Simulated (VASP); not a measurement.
# CsI: single point with r2SCAN

Crystal: CsI.

```xyz
2
Lattice="4.5667 0.0000 0.0000 0.0000 4.5667 0.0000 0.0000 0.0000 4.6580" Properties=species:S:1:pos:R:3 pbc="T T T"
Cs    0.0000    0.0000    0.0000
I     2.2833    2.2833    2.3290
```

This cell differs from its parent crystal: strain +0.0200 x Voigt [0, 0, 1, 0, 0, 0].

```json
{
  "Program": "VASP 6.6.1",
  "Task": "single point",
  "Functional": "r2SCAN",
  "Potentials or basis": "VASP PAW PBE potentials, release 64 (Cs_sv, I)",
  "Cutoff": "550 eV",
  "k mesh": "6 × 6 × 6",
  "Occupations": "gaussian, width 0.05 eV",
  "Spin": "no spin polarisation",
  "Dipole correction": "no",
  "Further INCAR settings": "ALGO = Normal; EDIFF = 1e-06; NBANDS = 15"
}
```

| Quantity | Value |
| --- | --- |
| Pressure | 0.1 GPa |
| Band gap on the k mesh | 4.47 eV (least direct gap 4.56 eV) |

Stress tensor (GPa, compression positive):
```
 0.26  0.00  0.00
 0.00  0.26  0.00
 0.00  0.00 -0.09
```

Levels at points of the mesh, in eV from the valence-band top:
```tsv
k point	band 4	band 5	band 6	band 7	band 8	band 9	band 10	band 11	band 12	band 13
(0.00, 0.00, 0.00)	-7.34	-7.34	-0.18	-0.09	-0.09	4.47	4.61	4.64	8.28	8.28
(0.50, 0.00, 0.00)	-7.30	-7.28	-1.54	-0.33	-0.21	5.65	7.03	7.27	7.33	8.42
(0.50, 0.50, 0.00)	-7.70	-7.26	-0.90	-0.90	-0.08	4.75	5.38	6.53	6.53	10.19
(0.00, 0.00, 0.50)	-7.29	-7.29	-1.53	-0.23	-0.23	5.60	7.01	7.14	7.35	8.56
(0.50, 0.00, 0.50)	-7.66	-7.25	-0.91	-0.87	0.00	4.72	5.52	6.66	6.72	9.92
(0.50, 0.50, 0.50)	-7.60	-7.56	-1.31	-1.31	-1.28	7.58	7.69	7.69	8.30	8.45
```

It took 78 s on 1 thread of Intel(R) Xeon(R) 6975P-C (Granite Rapids), with other jobs on the host, peak memory 0.25 GiB.

Caveat: the cell differs from its parent crystal (strain +0.0200 x Voigt [0, 0, 1, 0, 0, 0]); the PAW data sets were made with another functional, which shifts forces and pressure a little; spin-orbit coupling is left out, which moves the levels of the heavy elements. A k mesh can miss the band edges.
